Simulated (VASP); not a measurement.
# AlN (F-43m) in VASP: notebook

Runs on AlN. Level: PBE. Tasks: relaxation of cell and atoms.

All numbers are computed with VASP 6.6.1; they aren't measurements. Logs are shortened: lines on timing, memory, paths and dates and some standing lists are left out, and cuts for length are marked.

**1. The cell of the first run**

The structure is cubic, space group F-43m (No. 216). The conventional cell has a = 4.368 Å, b = 4.368 Å, c = 4.368 Å, α = 90.00°, β = 90.00°, γ = 90.00°. Within 2.5 Å of Al (site symmetry -43m) lie 4 N at 1.89 Å. Within 2.5 Å of N (site symmetry -43m) lie 4 Al at 1.89 Å.

**2. Relaxation of cell and atoms, PBE**

Contents of INCAR:

```
SYSTEM = AlN
PREC     = Accurate       ! precision mode
ENCUT    = 600            ! plane-wave cutoff, eV
EDIFF    = 1E-7           ! SCF threshold, eV
ISMEAR   = 1              ! smearing method
SIGMA    = 0.1            ! smearing width, eV
LREAL    = .False.        ! projectors in reciprocal space
LASPH    = .True.         ! aspherical terms in the spheres
NELM     = 120            ! most SCF steps
ALGO     = Normal         ! electronic algorithm
ISIF     = 3              ! what is computed and relaxed
LWAVE    = .False.        ! write WAVECAR
LCHARG   = .False.        ! write CHGCAR
GGA      = PE             ! functional
IBRION   = 2              ! ionic algorithm
NSW      = 80             ! ionic steps
EDIFFG   = -0.02          ! ionic threshold
GGA_COMPAT= .False.      
NELMIN   = 4
```

Contents of KPOINTS:

```
Automatic mesh
0
Gamma
  8 8 8
  0 0 0
```

Contents of POSCAR:

```
AlN
1.0
    0.0000000000      2.1839935600      2.1839935600
    2.1839935600      0.0000000000      2.1839935600
    2.1839935600      2.1839935600      0.0000000000
Al N
1 1
Direct
    0.0000000000      0.0000000000      0.0000000000
    0.7500000000      0.7500000000      0.7500000000
```

Potentials or basis: VASP PAW PBE potentials, release 64 (Al, N).

Started as:

```console
$ cat potpaw_PBE.64/Al/POTCAR potpaw_PBE.64/N/POTCAR > POTCAR
$ mpirun -np 1 vasp_std > vasp.out
```

OUTCAR:

```text
SYSTEM = AlN
   PREC = Accurate
   ENCUT = 600
   EDIFF = 1E-7
   ISMEAR = 1
   LREAL = .False.
   LASPH = .True.
   NELM = 120
   ISIF = 3
   GGA = PE
   IBRION = 2
   NSW = 80
   EDIFFG = -0.02
   NELMIN = 4

 ion  position               nearest neighbor table
   1  0.000  0.000  0.000-   2 1.89   2 1.89   2 1.89   2 1.89
   2  0.750  0.750  0.750-   1 1.89   1 1.89   1 1.89   1 1.89

  LATTYP: Found a face centered cubic cell.
 ALAT       =     4.3679871200

  Lattice vectors:

 A1 = (   0.0000000000,   2.1839935600,   2.1839935600)
 A2 = (   2.1839935600,   0.0000000000,   2.1839935600)
 A3 = (   2.1839935600,   2.1839935600,   0.0000000000)

Analysis of symmetry for initial positions (statically):
=====================================================================
 Subroutine PRICEL returns:
 Original cell was already a primitive cell.

 Routine SETGRP: Setting up the symmetry group for a
 face centered cubic supercell.

 Subroutine GETGRP returns: Found 24 space group operations
 (whereof 24 operations were pure point group operations)
 out of a pool of 48 trial point group operations.

The static configuration has the point symmetry T_d .

Analysis of symmetry for dynamics (positions and initial velocities):
=====================================================================
 Subroutine PRICEL returns:
 Original cell was already a primitive cell.

 Routine SETGRP: Setting up the symmetry group for a
 face centered cubic supercell.

 Subroutine GETGRP returns: Found 24 space group operations
 (whereof 24 operations were pure point group operations)
 out of a pool of 48 trial point group operations.

The dynamic configuration has the point symmetry T_d .

 Subroutine INISYM returns: Found 24 space group operations
 (whereof 24 operations are pure point group operations),
 and found     1 'primitive' translations

----------------------------------------------------------------------------------------

                                     Primitive cell

  volume of cell :      20.8345

  direct lattice vectors                    reciprocal lattice vectors
     0.000000000  2.183993560  2.183993560    -0.228938404  0.228938404  0.228938404
     2.183993560  0.000000000  2.183993560     0.228938404 -0.228938404  0.228938404
     2.183993560  2.183993560  0.000000000     0.228938404  0.228938404 -0.228938404

  length of vectors
[... 98 lines left out ...]
   EFERMI_NEDOS =   21; number of points for ismear=-14 and -15
   IALGO  =     38    algorithm
   IMIX   =      4    mixing-type and parameters
     AMIX     =   0.40;   BMIX     =  1.00
     AMIX_MAG =   1.60;   BMIX_MAG =  1.00
  volume/ion in A,a.u.               =      10.42        70.30
  Fermi-wavevector in a.u.,A,eV,Ry     =   1.189899  2.248583 19.263943  1.415860
  Thomas-Fermi vector in A             =   2.325996
   LORBIT       =      0    0 simple, 1 ext, 2 COOP (PROOUT), +10 PAW based schemes
   GGA     = PE    functional components
   LHFCALC =     F    Hartree Fock is set to
   AEXX    =    0.0000 exact exchange contribution
   IVDW    =     0    specifies the selected vdW correction
   LEPSILON=     F    determine dielectric tensor
   LRPA    =     F    only Hartree local field effects (RPA)
 conjugate gradient relaxation of ions
 non-spin polarized calculation
 Methfessel and Paxton  Order N= 1 SIGMA  =   0.10
  energy-cutoff  :      600.00
  volume of cell :       20.83
 maximum number of plane-waves:       725
 NGX is ok and might be reduce to    28
   NGX = 13   NGY = 13   NGZ = 13

--------------------------------------- Ionic step        1  -------------------------------------------

 number of electron       7.9999999 magnetization

 Free energy of the ion-electron system (eV)
  ---------------------------------------------------
  ext. energy  EPLUGINS =         0.00000000
  ---------------------------------------------------
  free energy    TOTEN  =       -14.84157846 eV

  energy without entropy =      -14.84202357  energy(sigma->0) =      -14.84172683

------------------------ aborting loop because EDIFF is reached ----------------------------------------

  FORCE on cell =-STRESS in cart. coord.  units (eV):
  Direction    XX          YY          ZZ          XY          YZ          ZX
  --------------------------------------------------------------------------------------
  -------------------------------------------------------------------------------------
  Total        0.5820717      0.5820717      0.5820717     -0.0000000      0.0000000     -0.0000000
  in kB       44.7613294     44.7613294     44.7613294     -0.0000000      0.0000000     -0.0000000
  external PRESSURE =      44.7613294 kB  Pullay stress =       0.0000000 kB
[... 59 lines left out ...]
--------------------------------------- Ionic step        3  -------------------------------------------

 number of electron       8.0000000 magnetization

 Free energy of the ion-electron system (eV)
  ---------------------------------------------------
  ext. energy  EPLUGINS =         0.00000000
  ---------------------------------------------------
  free energy    TOTEN  =       -14.84795290 eV

  energy without entropy =      -14.84840142  energy(sigma->0) =      -14.84810240

 E-fermi :   5.8015     XC(G=0): -10.8375

 val. band max:        5.7626548032   @ k =   0.0000   0.0000   0.0000
 cond. band min:       9.0690831889   @ k =   0.5000   0.5000   0.0000
 fundamental gap:      3.3064283856
 Fermi energy:         5.8015235226

 k-point     1 :       0.0000    0.0000    0.0000
  band No.  band energies     occupation
      1      -9.0915      2.00000
      2       5.7627      1.60602
      3       5.7627      1.60602
      4       5.7627      1.60601
      5       9.7641      0.00000
      6      18.1054      0.00000
      7      18.1054      0.00000
      8      18.1054      0.00000
[... 243 lines left out ...]
 k-point    24 :      -0.3750    0.2500    0.1250
  band No.  band energies     occupation
      1      -6.7987      2.00000
      2       0.7014      2.00000
      3       3.5664      2.00000
      4       4.6603      2.00000
      5      12.7931      0.00000
      6      14.8198      0.00000
      7      17.7134      0.00000
      8      18.2555      0.00000

 [... further k-points ...]

------------------------ aborting loop because EDIFF is reached ----------------------------------------

  FORCE on cell =-STRESS in cart. coord.  units (eV):
  Direction    XX          YY          ZZ          XY          YZ          ZX
  --------------------------------------------------------------------------------------
  -------------------------------------------------------------------------------------
  Total       -0.0004078     -0.0004078     -0.0004078      0.0000000     -0.0000000      0.0000000
  in kB       -0.0306700     -0.0306700     -0.0306700      0.0000000     -0.0000000      0.0000000
  external PRESSURE =      -0.0306700 kB  Pullay stress =       0.0000000 kB
[... 17 lines left out ...]
  FREE ENERGIE OF THE ION-ELECTRON SYSTEM (eV)
  ---------------------------------------------------
  free  energy   TOTEN  =       -14.8479528956 eV

  energy  without entropy=      -14.8484014152  energy(sigma->0) =      -14.84810240

 reached required accuracy - stopping structural energy minimisation
```

OSZICAR:

```text
N       E                     dE             d eps       ncg     rms          rms(c)
DAV:   1     0.151422221885E+02    0.15142E+02   -0.43756E+03   496   0.936E+02
DAV:   2    -0.164458358949E+02   -0.31588E+02   -0.30451E+02   608   0.165E+02
DAV:   3    -0.172200801858E+02   -0.77424E+00   -0.77392E+00   568   0.330E+01
[... 24 lines left out ...]
DAV:   3    -0.148480151975E+02    0.84035E-04   -0.70265E-04   520   0.292E-01    0.534E-02
DAV:   4    -0.148479589076E+02    0.56290E-04   -0.30826E-05   568   0.532E-02    0.228E-02
DAV:   5    -0.148479525660E+02    0.63417E-05   -0.73055E-06   504   0.252E-02    0.117E-02
DAV:   6    -0.148479528300E+02   -0.26408E-06   -0.10697E-07   504   0.334E-03    0.310E-03
DAV:   7    -0.148479528956E+02   -0.65548E-07   -0.65625E-08   232   0.174E-03
   3 F= -.14847953E+02 E0= -.14848102E+02  d E =-.637444E-02
```

Wall time 34 s (1 thread of Intel Xeon 8259CL, shared host); peak memory 0.15 GiB.

What came out:

| Quantity | Value |
| --- | --- |
| Free energy | -14.8480 eV |
| Relaxed volume | 10.65 Å³/atom |
| Relaxed cell | a = 3.112 Å, b = 3.112 Å, c = 3.112 Å, α = 60.00°, β = 60.00°, γ = 60.00° |
| Space group after relaxing (to 0.05 Å) | F-43m (No. 216) |
| Energy gained by relaxing | 3.2 meV/atom |
| Ionic steps | 3 |
| Pressure after relaxing | 0.0 GPa |
| Band gap on the k mesh | 3.31 eV, indirect (least direct gap 4.00 eV) |

The path:
```tsv
step	energy change (eV)	largest force (eV/Å)	pressure (GPa)	volume (Å³)
1	0.0000	0.0000	4.48	20.83
2	-0.0014	0.0000	-3.67	21.72
3	-0.0064	0.0000	0.00	21.30
```

Final structure:
```
CELL_PARAMETERS angstrom
0.00000 2.20017 2.20017
2.20017 0.00000 2.20017
2.20017 2.20017 0.00000
ATOMIC_POSITIONS crystal
Al 0.00000 0.00000 0.00000
N 0.75000 0.75000 0.75000
```

**3. Relaxation of cell and atoms, PBE, target pressure 2 GPa, at which the enthalpy is minimised**

Contents of INCAR:

```
  PREC = Accurate
  ENCUT = 600
  EDIFF = 1E-7
  ISMEAR = 1
  SIGMA = 0.1
  LREAL = False
  LASPH = True
  NELM = 120
  ALGO = Normal
  ISIF = 3
  LWAVE = False
  LCHARG = False
  GGA = PE
  IBRION = 2
  NSW = 80
  EDIFFG = -0.02
  PSTRESS = 20.0
  GGA_COMPAT = False
  NELMIN = 4
```

Contents of KPOINTS:

```
regular mesh
0
Gamma
  8 8 8
```

POSCAR is that of step 2.

Potentials or basis: VASP PAW PBE potentials, release 64 (Al, N).

Started as:

```console
$ cat potpaw_PBE.64/Al/POTCAR potpaw_PBE.64/N/POTCAR > POTCAR
$ mpirun -np 1 vasp_std > vasp.out
```

Wall time 31 s (1 thread of Intel Xeon 8259CL, shared host); peak memory 0.15 GiB.

Results (log left out):

| Quantity | Value |
| --- | --- |
| Free energy | -14.8466 eV |
| Relaxed volume | 10.54 Å³/atom |
| Relaxed cell | a = 3.101 Å, b = 3.101 Å, c = 3.101 Å, α = 60.00°, β = 60.00°, γ = 60.00° |
| Space group after relaxing (to 0.05 Å) | F-43m (No. 216) |
| Energy change on relaxing (the enthalpy is what falls) | -2.5 meV/atom |
| Ionic steps | 3 |
| Pressure after relaxing | 2.0 GPa |
| Band gap on the k mesh | 3.31 eV, indirect (least direct gap 4.09 eV) |

The path:
```tsv
step	energy change (eV)	largest force (eV/Å)	pressure (GPa)	volume (Å³)
1	0.0000	0.0000	4.48	20.83
2	-0.0064	0.0000	-0.21	21.32
3	-0.0050	0.0000	2.00	21.09
```

Final structure:
```yaml
crystal:
  lattice:
    - [0.00000, 2.19273, 2.19273]
    - [2.19273, 0.00000, 2.19273]
    - [2.19273, 2.19273, 0.00000]
  atoms:
    - { symbol: Al, position: [0.00000, 0.00000, 0.00000] }
    - { symbol: N, position: [0.75000, 0.75000, 0.75000] }
```

Levels at points of the mesh, in eV from the valence-band top:
```tsv
k point	band 1	band 2	band 3	band 4	band 5	band 6	band 7	band 8
(0.00, 0.00, 0.00)	-14.91	0.00	0.00	0.00	4.09	12.44	12.44	12.44
(0.50, 0.00, 0.00)	-12.90	-5.80	-0.48	-0.48	7.27	9.78	11.07	11.07
(0.50, 0.50, 0.00)	-12.28	-4.87	-1.76	-1.76	3.31	8.54	13.80	15.58
```

Caveat: the cell is relaxed towards a set pressure, so the enthalpy falls and the energy may rise. A k mesh can miss the band edges.
